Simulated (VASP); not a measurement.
# Cr (Fm-3m) in VASP: single point with r2SCAN

Aim: the single point of Cr with r2SCAN.

Everything below comes from runs of VASP 6.6.1. Logs are shortened: lines on timing, memory, paths and dates and some standing lists are left out, and cuts for length are marked.

### Step 1. The cell of the first run

It takes space group Fm-3m (No. 225, cubic). The conventional cell has a = 3.658 Å, b = 3.658 Å, c = 3.658 Å, α = 90.00°, β = 90.00°, γ = 90.00°. Within 3.4 Å of Cr (site symmetry m-3m) lie 12 Cr at 2.59 Å.

### Step 2. Single point, r2SCAN

Input file POSCAR:

```
Cr
1.0
    0.0000000000      1.8288920000      1.8288920000
    1.8288920000      0.0000000000      1.8288920000
    1.8288920000      1.8288920000      0.0000000000
Cr
1
Direct
    0.0000000000      0.0000000000      0.0000000000
```

Input file INCAR.step1:

```
ALGO     = Normal         # electronic algorithm
EDIFF    = 1E-4           # SCF threshold, eV
ENCUT    = 520            # plane-wave cutoff, eV
GGA      = PE             # functional
ISMEAR   = 0              # smearing method
LASPH    = True           # aspherical terms in the spheres
LCHARG   = False          # write CHGCAR
LREAL    = False          # projectors in reciprocal space
LWAVE    = True           # write WAVECAR
NBANDS   = 12             # bands
NELM     = 80             # most SCF steps
PREC     = Accurate       # precision mode
SIGMA    = 0.048          # smearing width, eV
```

Input file INCAR.step2:

```
ALGO     = Normal         # electronic algorithm
EDIFF    = 1E-6           # SCF threshold, eV
ENCUT    = 520            # plane-wave cutoff, eV
ISIF     = 2              # what is computed and relaxed
ISMEAR   = 0              # smearing method
ISTART   = 1            
LASPH    = True           # aspherical terms in the spheres
LCHARG   = False          # write CHGCAR
LMIXTAU  = True         
LREAL    = False          # projectors in reciprocal space
LWAVE    = False          # write WAVECAR
METAGGA  = R2SCAN         # meta-GGA
NBANDS   = 12             # bands
NELM     = 80             # most SCF steps
PREC     = Accurate       # precision mode
SIGMA    = 0.048          # smearing width, eV
```

Input file KPOINTS:

```
k-points
0
Gamma
  16 16 16
```

Potentials or basis: VASP PAW PBE potentials, release 64 (Cr_pv).

Started as:

```
> cat potpaw_PBE.64/Cr_pv/POTCAR > POTCAR
> cp INCAR.step1 INCAR
> mpirun -np 1 vasp_std > vasp.out
> cp INCAR.step2 INCAR
> mpirun -np 1 vasp_std > vasp.out
```

OUTCAR:

```text
EDIFF = 1E-6
   ENCUT = 520
   ISIF = 2
   ISMEAR = 0
   ISTART = 1
   LASPH = True
   LREAL = False
   METAGGA = R2SCAN
   NELM = 80
   PREC = Accurate

 ion  position               nearest neighbor table
   1  0.000  0.000  0.000-

  LATTYP: Found a face centered cubic cell.
 ALAT       =     3.6577840000

  Lattice vectors:

 A1 = (   0.0000000000,   1.8288920000,   1.8288920000)
 A2 = (   1.8288920000,   0.0000000000,   1.8288920000)
 A3 = (   1.8288920000,   1.8288920000,   0.0000000000)

Analysis of symmetry for initial positions (statically):
=====================================================================
 Subroutine PRICEL returns:
 Original cell was already a primitive cell.

 Routine SETGRP: Setting up the symmetry group for a
 face centered cubic supercell.

 Subroutine GETGRP returns: Found 48 space group operations
[... 9 lines left out ...]

 Routine SETGRP: Setting up the symmetry group for a
 face centered cubic supercell.

 Subroutine GETGRP returns: Found 48 space group operations
[... 11 lines left out ...]
                                     Primitive cell

  volume of cell :      12.2347

  direct lattice vectors                    reciprocal lattice vectors
     0.000000000  1.828892000  1.828892000    -0.273389571  0.273389571  0.273389571
     1.828892000  0.000000000  1.828892000     0.273389571 -0.273389571  0.273389571
     1.828892000  1.828892000  0.000000000     0.273389571  0.273389571 -0.273389571

  length of vectors
     2.586443871  2.586443871  2.586443871     0.473524628  0.473524628  0.473524628

  position of ions in fractional coordinates (direct lattice)
     0.000000000  0.000000000  0.000000000

  ion indices of the primitive-cell ions
   primitive index   ion index
                 1           1

----------------------------------------------------------------------------------------

 KPOINTS: k-points

Automatic generation of k-mesh.
 Grid dimensions read from file:
 generate k-points for:   16   16   16

 Generating k-lattice:

  Cartesian coordinates                     Fractional coordinates (reciprocal lattice)
    -0.017086848  0.017086848  0.017086848     0.062500000  0.000000000  0.000000000
     0.017086848 -0.017086848  0.017086848     0.000000000  0.062500000  0.000000000
     0.017086848  0.017086848 -0.017086848     0.000000000  0.000000000  0.062500000

  Length of vectors
     0.029595289  0.029595289  0.029595289

  Shift w.r.t. Gamma in fractional coordinates (k-lattice)
     0.000000000  0.000000000  0.000000000

 Subroutine IBZKPT returns following result:
 ===========================================

 Found    145 irreducible k-points:

 Following reciprocal coordinates:
            Coordinates               Weight
  0.000000  0.000000  0.000000      1.000000
  0.062500  0.000000  0.000000      8.000000
  0.125000  0.000000  0.000000      8.000000
  0.187500  0.000000  0.000000      8.000000
  0.250000  0.000000  0.000000      8.000000
  0.312500  0.000000  0.000000      8.000000
[... 16 lines left out ...]
 -0.125000  0.062500  0.000000     24.000000
 -0.062500  0.062500  0.000000     12.000000
 [... further k-points ...]
   k-points           NKPTS =    145   k-points in BZ     NKDIM =    145   number of bands    NBANDS=     12
   number of dos      NEDOS =    301   number of ions     NIONS =      1
   total plane-waves  NPLWV =   8000
   dimension x,y,z NGX =    20 NGY =   20 NGZ =   20
   dimension x,y,z NGXF=    40 NGYF=   40 NGZF=   40
   ions per type =               1
   NGX,Y,Z   is equivalent  to a cutoff of  12.86, 12.86, 12.86 a.u.
   NGXF,Y,Z  is equivalent  to a cutoff of  25.71, 25.71, 25.71 a.u.
 SYSTEM =  unknown system
   PREC   = accura    normal or accurate (medium, high low for compatibility)
   ISTART =      1    job   : 0-new  1-cont  2-samecut
   ICHARG =      0    charge: 1-file 2-atom 10-const
   ISPIN  =      1    spin polarized calculation?
   LNONCOLLINEAR =      F non collinear calculations
   LSORBIT =      F    spin-orbit coupling
   LASPH  =      T    aspherical Exc in radial PAW
   ENCUT  =  520.0 eV  38.22 Ry    6.18 a.u.   4.81  4.81  4.81*2*pi/ulx,y,z
   NELM   =     80;   NELMIN=  2; NELMDL=  0     # of ELM steps
   EDIFF  = 0.1E-05   stopping-criterion for ELM
   LREAL  =      F    real-space projection
   EDIFFG = 0.1E-04   stopping-criterion for IOM
   NSW    =      0    number of steps for IOM
   IBRION =     -1    ionic relax: 0-MD 1-quasi-New 2-CG
   NFREE  =      0    steps in history (QN), initial steepest desc. (CG)
   ISIF   =      2    stress and relaxation
   ISYM   =      2    0-nonsym 1-usesym 2-fastsym
   POTIM  = 0.5000    time-step for ionic-motion
   TEBEG  =    0.0;   TEEND  =   0.0 temperature during run
   PSTRESS=    0.0 pullay stress
   NELECT =      12.0000    total number of electrons
   NUPDOWN=      -1.0000    fix difference up-down
   EMIN   =  10.00;   EMAX   =-10.00  energy-range for DOS
   EFERMI =   0.00;   METHOD = LEGACY
   ISMEAR =     0;   SIGMA  =   0.05  broadening in eV -4-tet -1-fermi 0-gaus
   EFERMI_NEDOS =   21; number of points for ismear=-14 and -15
   IALGO  =     38    algorithm
   IMIX   =      4    mixing-type and parameters
     AMIX     =   0.40;   BMIX     =  1.00
     AMIX_MAG =   1.60;   BMIX_MAG =  1.00
  volume/ion in A,a.u.               =      12.23        82.56
  Fermi-wavevector in a.u.,A,eV,Ry     =   1.626562  3.073756 35.996971  2.645703
  Thomas-Fermi vector in A             =   2.719501
   LORBIT       =      0    0 simple, 1 ext, 2 COOP (PROOUT), +10 PAW based schemes
   METAGGA = R2SCAN    functional components
   LHFCALC =     F    Hartree Fock is set to
   AEXX    =    0.0000 exact exchange contribution
   IVDW    =     0    specifies the selected vdW correction
   LEPSILON=     F    determine dielectric tensor
   LRPA    =     F    only Hartree local field effects (RPA)
 non-spin polarized calculation
 Gauss-broadening in eV      SIGMA  =   0.05
  energy-cutoff  :      520.00
  volume of cell :       12.23
 maximum number of plane-waves:       343
   NGX =  9   NGY =  9   NGZ =  9

 number of electron      11.9999999 magnetization

 Free energy of the ion-electron system (eV)
  ---------------------------------------------------
  ext. energy  EPLUGINS =         0.00000000
  ---------------------------------------------------
  free energy    TOTEN  =       -14.33208741 eV

  energy without entropy =      -14.33034500  energy(sigma->0) =      -14.33121620

 E-fermi :   9.8939     XC(G=0): -14.5912

 val. band max:        9.8878676676   @ k =   0.3750   0.3125   0.0625
 cond. band min:       9.8989308192   @ k =   0.4375   0.1250   0.0000
 fundamental gap:      0.0110631517
 Fermi energy:         9.8938849315

 k-point     1 :       0.0000    0.0000    0.0000
  band No.  band energies     occupation
      1     -34.1597      2.00000
      2     -34.1597      2.00000
      3     -34.1597      2.00000
      4       1.9219      2.00000
      5       9.4462      2.00000
      6       9.4462      2.00000
      7       9.4462      2.00000
      8      11.3823      0.00000
      9      11.3823      0.00000
     10      13.3181      0.00000
     11      30.0879      0.00000
     12      36.0582      0.00000

 k-point     2 :       0.0625    0.0000    0.0000
  band No.  band energies     occupation
      1     -34.1913      2.00000
      2     -34.1637      2.00000
      3     -34.1637      2.00000
      4       2.0834      2.00000
      5       9.3683      2.00000
      6       9.4985      2.00000
      7       9.4985      2.00000
      8      11.3527      0.00000
      9      11.3527      0.00000
     10      13.3176      0.00000
     11      30.1254      0.00000
     12      34.6178      0.00000

 k-point     3 :       0.1250    0.0000    0.0000
  band No.  band energies     occupation
      1     -34.2806      2.00000
      2     -34.1749      2.00000
      3     -34.1749      2.00000
      4       2.5532      2.00000
      5       9.1631      2.00000
      6       9.6309      2.00000
      7       9.6310      2.00000
      8      11.2921      0.00000
      9      11.2921      0.00000
     10      13.3163      0.00000
     11      29.9094      0.00000
     12      32.4588      0.00000

 k-point     4 :       0.1875    0.0000    0.0000
  band No.  band energies     occupation
      1     -34.4129      2.00000
      2     -34.1917      2.00000
      3     -34.1917      2.00000
      4       3.2817      2.00000
      5       8.9096      2.00000
      6       9.7629      1.99989
      7       9.7629      1.99989
      8      11.2866      0.00000
      9      11.2866      0.00000
     10      13.3137      0.00000
     11      28.3675      0.00000
     12      31.4064      0.00000

 k-point     5 :       0.2500    0.0000    0.0000
  band No.  band energies     occupation
      1     -34.5669      2.00000
      2     -34.2114      2.00000
      3     -34.2114      2.00000
      4       4.1653      2.00000
      5       8.7334      2.00000
      6       9.7886      1.99807
      7       9.7887      1.99806
      8      11.4408      0.00000
      9      11.4408      0.00000
     10      13.3090      0.00000
     11      26.0195      0.00000
     12      30.8812      0.00000
[... 228 lines left out ...]
      1     -34.6195      2.00000
      2     -34.2499      2.00000
      3     -34.2096      2.00000
      4       4.5860      2.00000
      5       8.6344      2.00000
      6       9.7217      2.00000
      7       9.8545      1.75439
      8      11.2517      0.00000
      9      11.8694      0.00000
     10      13.3088      0.00000
     11      25.2997      0.00000
     12      30.3004      0.00000

 k-point    22 :      -0.1875    0.0625    0.0000
  band No.  band energies     occupation
      1     -34.4694      2.00000
      2     -34.2273      2.00000
      3     -34.1899      2.00000
      4       3.6939      2.00000
      5       8.7560      2.00000
      6       9.7873      1.99831
      7       9.8682      1.55140
      8      11.0522      0.00000
      9      11.5825      0.00000
     10      13.3130      0.00000
     11      27.7007      0.00000
     12      30.7899      0.00000

 k-point    23 :      -0.1250    0.0625    0.0000
  band No.  band energies     occupation
      1     -34.3337      2.00000
      2     -34.2039      2.00000
      3     -34.1742      2.00000
      4       2.9054      2.00000
      5       8.9992      2.00000
      6       9.7295      2.00000
      7       9.7320      2.00000
      8      11.0862      0.00000
      9      11.4411      0.00000
     10      13.3155      0.00000
     11      29.6451      0.00000
     12      31.5243      0.00000

 k-point    24 :      -0.0625    0.0625    0.0000
  band No.  band energies     occupation
      1     -34.2356      2.00000
      2     -34.1816      2.00000
      3     -34.1650      2.00000
      4       2.3477      2.00000
      5       9.2331      2.00000
      6       9.5744      2.00000
      7       9.6001      2.00000
      8      11.2252      0.00000
      9      11.3964      0.00000
     10      13.3170      0.00000
     11      30.1344      0.00000
     12      33.3167      0.00000

 [... further k-points ...]

------------------------ aborting loop because EDIFF is reached ----------------------------------------

  FORCE on cell =-STRESS in cart. coord.  units (eV):
  Direction    XX          YY          ZZ          XY          YZ          ZX
  --------------------------------------------------------------------------------------
  -------------------------------------------------------------------------------------
  Total       -0.8733853     -0.8733853     -0.8733853      0.0000000     -0.0000000      0.0000000
  in kB     -114.3726748   -114.3726748   -114.3726748      0.0000000     -0.0000000      0.0000000
  external PRESSURE =    -114.3726748 kB  Pullay stress =       0.0000000 kB

 VOLUME and BASIS-vectors are now :
 -----------------------------------------------------------------------------
  energy-cutoff  :      520.00
  volume of cell :       12.23
      direct lattice vectors                 reciprocal lattice vectors
     0.000000000  1.828892000  1.828892000    -0.273389571  0.273389571  0.273389571
     1.828892000  0.000000000  1.828892000     0.273389571 -0.273389571  0.273389571
     1.828892000  1.828892000  0.000000000     0.273389571  0.273389571 -0.273389571

 POSITION                                       TOTAL-FORCE (eV/Angst)
 -----------------------------------------------------------------------------------
      0.00000      0.00000      0.00000         0.000000      0.000000     -0.000000
 -----------------------------------------------------------------------------------
    total drift:                                0.000000      0.000000      0.000000

  FREE ENERGIE OF THE ION-ELECTRON SYSTEM (eV)
  ---------------------------------------------------
  free  energy   TOTEN  =       -14.3320874106 eV

  energy  without entropy=      -14.3303449974  energy(sigma->0) =      -14.33121620
```

Wall time 54 s (1 thread of Intel Xeon Platinum 8488C (Sapphire Rapids), shared host); peak memory 0.14 GiB.

What came out:

* Free energy: -14.3321 eV
* Pressure: -11.4 GPa
* Band gap on the k mesh: zero (band 6 reaches 12.53 eV, above the bottom of band 7 at 9.45 eV)

Caveat: the PAW data sets were made with another functional, which shifts forces and pressure a little; the run has no spin polarisation, though such a crystal can be magnetic.
